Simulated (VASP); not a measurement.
Write the native input for VASP 6.6.1 that does the following.

```
Task                   : single point
Functional             : PBE
Potentials or basis    : VASP PAW PBE potentials, release 64 (Zr_sv)
Cutoff                 : 520 eV
k mesh                 : 8 × 8 × 11
Occupations            : fermi-dirac, width 0.05 eV
Spin                   : collinear spin, ferromagnetic start
Starting moments       : [1.0, 1.0, 1.0] μB
Dipole correction      : no
Further INCAR settings : ALGO = Normal; EDIFF = 1e-07; NBANDS = 29
```

The structure of Zr lies in POSCAR:

```
Zr
1.0
    5.0422730776      0.0000000000      0.0000000000
   -2.5211365388      4.3667365780      0.0000000000
    0.0000000000      0.0000000000      3.1475788115
Zr
3
Direct
    1.0000000000      0.0000000000      0.0000000000
    0.3333333333      0.6666666667      0.5000000000
    0.6666666667      0.3333333333      0.5000000000
```

These files were run (other wordings do the same):

INCAR

```
SYSTEM = Zr
PREC     = Accurate       ! precision mode
ENCUT    = 520            ! plane-wave cutoff, eV
EDIFF    = 1E-7           ! SCF threshold, eV
ISMEAR   = -1             ! smearing method
SIGMA    = 0.05           ! smearing width, eV
LREAL    = .False.        ! projectors in reciprocal space
LASPH    = .True.         ! aspherical terms in the spheres
NELM     = 150            ! most SCF steps
ALGO     = Normal         ! electronic algorithm
ISIF     = 2              ! what is computed and relaxed
LWAVE    = .False.        ! write WAVECAR
LCHARG   = .False.        ! write CHGCAR
ISPIN    = 2              ! spin polarisation
MAGMOM   = 1 1 1          ! initial moments
LORBIT   = 11             ! projections on sites
LMAXMIX  = 4              ! l up to which the mixer works
GGA      = PE             ! functional
NBANDS   = 29             ! bands
```

KPOINTS

```
regular mesh
0
Gamma
  8 8 11
  0 0 0
```

Potentials or basis: VASP PAW PBE potentials, release 64 (Zr_sv).

The run is started by

```console
$ cat potpaw_PBE.64/Zr_sv/POTCAR > POTCAR
$ mpirun -np 1 vasp_std > vasp.out
```

Results of the run:

| Property | Result |
| --- | --- |
| Pressure | 0.1 GPa |
| Band gap on the k mesh | zero (filled and empty bands overlap) |
| Net moment | 0.00 μB per cell |
| Valence electrons inside the program's atomic spheres | Zr 9.71, 9.90 |

Wall time 3.4 min on 1 thread of Intel(R) Xeon(R) Platinum 8259CL CPU @ 2.50GHz (Skylake/Cascade Lake), with other jobs on the host, peak memory 0.32 GiB.
